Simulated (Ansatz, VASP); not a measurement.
One calculation of SnO, two programs

```
CELL_PARAMETERS angstrom
3.77039 0.08483 0.00000
0.08483 3.77039 0.00000
0.00000 0.00000 4.56337
ATOMIC_POSITIONS crystal
Sn 0.00000 0.50000 0.25326
Sn 0.50000 0.00000 0.74674
O 0.00000 0.00000 0.00000
O 0.50000 0.50000 0.00000
```

Change from the starting cell: strain +0.0450 x Voigt [0, 0, 0, 0, 0, 1], atoms carried along.

Alike in both runs: task single point; functional PBEsol; dispersion D3(BJ); k mesh 12 × 12 × 10; occupations gaussian, width 0.15 eV; no spin polarisation.

|  | VASP | Ansatz |
| --- | --- | --- |
| version | VASP 6.6.1 | Ansatz 0.2.0 |
| potentials or method | VASP PAW PBE potentials, release 64 (Sn_d, O), cutoff 600 eV | scalar-relativistic, plane waves, PAW |
| valence electrons in the cell | 40 | 40 |

```tsv
	VASP	Ansatz	Ansatz less VASP
gap on the k mesh at the Fermi level (eV)	none	none	-
pressure (GPa)	0.3	0.1	-0.22
traceless stress, the component that is largest in VASP (GPa)	-4.19	-4.20	-0.012
rms of the force components (eV/Å)	0.038	0.004	-0.0343
```

VASP's potentials were made for PBE, not for PBEsol. Atom by atom the forces differ by 0.034 eV/Å (rms over components). A gap of «none» marks a metal or a gap that the smearing closes.
